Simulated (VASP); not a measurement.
Wanted: the native input for a VASP 6.6.1 run.

| Quantity | Value |
| --- | --- |
| Task | single point |
| Functional | PBE |
| Dispersion | D4 |
| Potentials or basis | VASP PAW PBE potentials, release 64 (Ti_sv, C) |
| Cutoff | 520 eV |
| k mesh | 11 × 11 × 11 |
| Occupations | fermi-dirac, width 0.05 eV |
| Spin | no spin polarisation |
| Dipole correction | no |
| Further INCAR settings | ALGO = Normal; EDIFF = 1e-06; NBANDS = 15 |

The structure of TiC lies in POSCAR:

```
TiC
1.0
    0.0000000000      2.1527487968      2.1527487968
    2.1527487968      0.0000000000      2.1527487968
    2.1527487968      2.1527487968      0.0000000000
Ti C
1 1
Direct
    0.0000000000      0.0000000000      0.0000000000
    0.5000000000      0.5000000000      0.5000000000
```

The input as run:

INCAR

```
PREC = Accurate ; ENCUT = 520
EDIFF = 1E-6 ; ISMEAR = -1
SIGMA = 0.05 ; LREAL = F
LASPH = T ; NELM = 100
ALGO = Normal ; ISIF = 2
LWAVE = F ; LCHARG = F
GGA = PE ; IVDW = 13
NBANDS = 15
```

KPOINTS

```
regular mesh
0
Gamma
  11 11 11
```

Potentials or basis: VASP PAW PBE potentials, release 64 (Ti_sv, C).

Run with:

```sh
$ cat potpaw_PBE.64/Ti_sv/POTCAR potpaw_PBE.64/C/POTCAR > POTCAR
$ mpirun -np 1 vasp_std > vasp.out
```

It gave:

```yaml
Pressure: 0.2 GPa
Band_gap_on_the_k_mesh: zero (band 8 reaches 10.32 eV, above the bottom of band 9 at 9.21 eV)
Dispersion_energy_per_atom: -0.282 eV
```

Caveat: pairwise dispersion overbinds metals, which lowers pressure and volume.

Run time: 21 s on 1 thread of AMD EPYC 7R43 64-Core Processor (Zen 3) (shared host), peak memory 0.11 GiB.
